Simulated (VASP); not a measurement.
# InP (P4mm) in VASP: notebook, part 2 of 2

VASP 6.6.1. Earlier steps stand in the parts before.

### 3 Single point, PBE (atom 1 (In) moved -0.100 Å along Cartesian [0 0 1])

File INCAR:

```
ALGO     = Fast           # electronic algorithm
EDIFF    = 1E-7           # SCF threshold, eV
ENCUT    = 520            # plane-wave cutoff, eV
GGA      = PE             # functional
ISIF     = 2              # what is computed and relaxed
ISMEAR   = 0              # smearing method
LASPH    = True           # aspherical terms in the spheres
LCHARG   = False          # write CHGCAR
LREAL    = False          # projectors in reciprocal space
LWAVE    = False          # write WAVECAR
NBANDS   = 46             # bands
NELM     = 60             # most SCF steps
PREC     = Accurate       # precision mode
SIGMA    = 0.15           # smearing width, eV
```

File KPOINTS:

```
k-points
0
Gamma
  12 12 12
```

File POSCAR:

```
InP
1.0
    5.5403208329      0.0000000000      0.0000000000
    0.0000000000     -5.5403208329      0.0000000000
    0.0000000000      0.0000000000     -5.5403208329
In P
4 4
Direct
    0.0000000000      1.0000000000      1.0180494962
    0.5000000000      0.5000000000      1.0000000000
    0.5000000000      1.0000000000      0.5000000000
    0.0000000000      0.5000000000      0.5000000000
    0.5000000000      1.0000000000      1.0000000000
    0.0000000000      0.5000000000      1.0000000000
    0.0000000000      1.0000000000      0.5000000000
    0.5000000000      0.5000000000      0.5000000000
```

Potentials or basis: VASP PAW PBE potentials, release 64 (In_d, P).

Launch:

```
cat potpaw_PBE.64/In_d/POTCAR potpaw_PBE.64/P/POTCAR > POTCAR
mpirun -np 1 vasp_std > vasp.out
```

OUTCAR:

```text
EDIFF = 1E-7
   ENCUT = 520
   GGA = PE
   ISIF = 2
   ISMEAR = 0
   LASPH = True
   LREAL = False
   NELM = 60
   PREC = Accurate

 ion  position               nearest neighbor table
   1  0.000  0.000  0.018-   7 2.67   6 2.77   5 2.77   6 2.77   5 2.77   7 2.87   4 3.85   3 3.85
                             3 3.85   4 3.85   2 3.92   2 3.92   2 3.92   2 3.92   4 3.99   4 3.99
   2  0.500  0.500  0.000-   5 2.77   6 2.77   8 2.77   8 2.77   5 2.77   6 2.77   4 3.92   4 3.92
                             3 3.92   3 3.92   3 3.92   4 3.92   3 3.92   4 3.92   1 3.92   1 3.92
   3  0.500  0.000  0.500-   5 2.77   7 2.77   8 2.77   5 2.77   8 2.77   7 2.77   1 3.85   1 3.85
                             2 3.92   4 3.92   2 3.92   2 3.92   2 3.92   4 3.92   4 3.92   4 3.92
   4  0.000  0.500  0.500-   6 2.77   7 2.77   8 2.77   6 2.77   7 2.77   8 2.77   1 3.85   1 3.85
                             2 3.92   3 3.92   2 3.92   2 3.92   3 3.92   3 3.92   2 3.92   3 3.92
   5  0.500  0.000  0.000-   2 2.77   3 2.77   3 2.77   2 2.77   1 2.77   1 2.77
   6  0.000  0.500  0.000-   2 2.77   4 2.77   4 2.77   2 2.77   1 2.77   1 2.77
   7  0.000  0.000  0.500-   1 2.67   3 2.77   4 2.77   4 2.77   3 2.77   1 2.87
   8  0.500  0.500  0.500-   2 2.77   3 2.77   4 2.77   2 2.77   3 2.77   4 2.77

  LATTYP: Found a simple cubic cell.
[... 209 lines left out ...]
      5      -7.2381      2.00000
      6      -7.2375      2.00000
[... 1165 lines left out ...]
     45      12.6622      0.00000
     46      13.0326      0.00000

 [... further k-points ...]

------------------------ aborting loop because EDIFF is reached ----------------------------------------

  FORCE on cell =-STRESS in cart. coord.  units (eV):
  Direction    XX          YY          ZZ          XY          YZ          ZX
  --------------------------------------------------------------------------------------
  -------------------------------------------------------------------------------------
  Total       -0.0203697     -0.0203697      0.3011976      0.0000000     -0.0000000     -0.0000000
  in kB       -0.1919071     -0.1919071      2.8376407      0.0000000     -0.0000000     -0.0000000
  external PRESSURE =       0.8179422 kB  Pullay stress =       0.0000000 kB

 VOLUME and BASIS-vectors are now :
 -----------------------------------------------------------------------------
  energy-cutoff  :      520.00
  volume of cell :      170.06
      direct lattice vectors                 reciprocal lattice vectors
     5.540320833  0.000000000  0.000000000     0.180494962  0.000000000  0.000000000
     0.000000000 -5.540320833  0.000000000     0.000000000 -0.180494962  0.000000000
     0.000000000  0.000000000 -5.540320833     0.000000000  0.000000000 -0.180494962

 POSITION                                       TOTAL-FORCE (eV/Angst)
 -----------------------------------------------------------------------------------
      0.00000      0.00000     -0.10000        -0.000000     -0.000000      0.311853
      2.77016     -2.77016      0.00000        -0.000000      0.000000      0.009929
      2.77016      0.00000     -2.77016         0.000000      0.000000     -0.053540
      0.00000     -2.77016     -2.77016        -0.000000      0.000000     -0.053540
      2.77016      0.00000      0.00000        -0.000000      0.000000      0.022617
      0.00000     -2.77016      0.00000        -0.000000      0.000000      0.022617
      0.00000      0.00000     -2.77016        -0.000000     -0.000000     -0.265355
      2.77016     -2.77016     -2.77016        -0.000000      0.000000      0.005418
 -----------------------------------------------------------------------------------
    total drift:                                0.000000      0.000000      0.000878

  FREE ENERGIE OF THE ION-ELECTRON SYSTEM (eV)
  ---------------------------------------------------
  free  energy   TOTEN  =       -31.6638758469 eV

  energy  without entropy=      -31.6068432461  energy(sigma->0) =      -31.63535955
```

stdout:

```text
POSCAR found type information on POSCAR InP
 POSCAR found :  2 types and       8 ions
 scaLAPACK will be used
 LDA part: xc-table for (Slater+PW92), standard interpolation
 POSCAR, INCAR and KPOINTS ok, starting setup
 FFT: planning ... GRIDC
 FFT: planning ... GRID_SOFT
 FFT: planning ... GRID
 WAVECAR not read
 entering main loop
WARNING in EDDRMM: call to ZHEGV failed, returncode =   8  4     46
WARNING in EDDRMM: call to ZHEGV failed, returncode =   6  3     46
WARNING in EDDRMM: call to ZHEGV failed, returncode =   6  3     45
WARNING in EDDRMM: call to ZHEGV failed, returncode =   8  4     43
WARNING in EDDRMM: call to ZHEGV failed, returncode =   8  4     45
WARNING in EDDRMM: call to ZHEGV failed, returncode =   8  4     44
WARNING in EDDRMM: call to ZHEGV failed, returncode =   8  4     43
```

Wall time 39 min (1 thread of Oxide Virtual Turin-like, shared host); peak memory 1 GiB.

What came out:

* Free energy: -31.6639 eV
* Pressure: 0.1 GPa
* Largest force: 0.312 eV/Å
* Band gap on the k mesh: zero (bands 36 and 37 overlap by 1.60 eV)

Forces on the atoms (eV/Å):
```
In   0.000  0.000  0.312
In   0.000  0.000  0.010
In   0.000  0.000 -0.054
In   0.000  0.000 -0.054
P    0.000  0.000  0.023
P    0.000  0.000  0.023
P    0.000  0.000 -0.265
P    0.000  0.000  0.005
```

Levels at points of the mesh, in eV from the Fermi level:
```
           k point  band 34  band 35  band 36  band 37  band 38  band 39
(0.00, 0.00, 0.00)    -2.34    -2.34    -2.28    -0.30    -0.30    -0.30
(0.50, 0.00, 0.00)    -1.44    -1.43    -1.43     1.01     1.02     2.36
(0.00, 0.00, 0.50)    -1.47    -1.40    -1.40     0.98     1.05     2.35
(0.50, 0.50, 0.00)    -0.14    -0.14    -0.14     2.28     2.29     2.29
(0.00, 0.50, 0.50)    -0.14    -0.14    -0.09     2.23     2.26     2.32
(0.50, 0.50, 0.50)     0.12     0.13     0.13     2.47     2.47     2.47
```

Caveat: the cell differs from its parent crystal (atom 1 (In) moved -0.100 Å along Cartesian [0 0 1]); spin-orbit coupling is left out, which moves the levels of the heavy elements.
